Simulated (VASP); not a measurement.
Here is a VASP 6.6.1 calculation.

Contents of INCAR:

```
SYSTEM = TcB
PREC = Accurate
ENCUT = 500
EDIFF = 1E-6
ISMEAR = 1
SIGMA = 0.1
LREAL = .FALSE.
LASPH = .TRUE.
NELM = 120
ALGO = Normal
ISIF = 2
LWAVE = .FALSE.
LCHARG = .FALSE.
NBANDS = 15
GGA_COMPAT = .FALSE.
```

Contents of KPOINTS:

```
Automatic mesh
0
G
  9 9 8
  0 0 0
```

Contents of POSCAR:

```
TcB
1.0
    2.8610579410      0.0000000000      0.0000000000
   -1.4305240041      2.4777479519      0.0000000000
    0.0000000000      0.0000000000      2.9257806124
Tc B
1 1
Direct
    0.0000000000      0.0000000000      0.0000000000
    0.3333333333      0.6666666667      0.5000000000
```

Potentials or basis: VASP PAW LDA potentials, release 64 (Tc_pv, B).

Command:

```sh
$ cat potpaw_LDA.64/Tc_pv/POTCAR potpaw_LDA.64/B/POTCAR > POTCAR
$ mpirun -np 1 vasp_std > vasp.out
```

**Question.** What does it give for the band gap on the k mesh?

**Answer.** Zero (bands 8 and 9 overlap by 2.43 eV).

**Question.** Estimate the pressure.

**Answer.** -8.9 GPa.

Stress tensor (GPa, compression positive):
```
 -8.26   0.00   0.00
  0.00  -8.26   0.00
  0.00   0.00 -10.25
```

Caveat: the cell stands under tension.
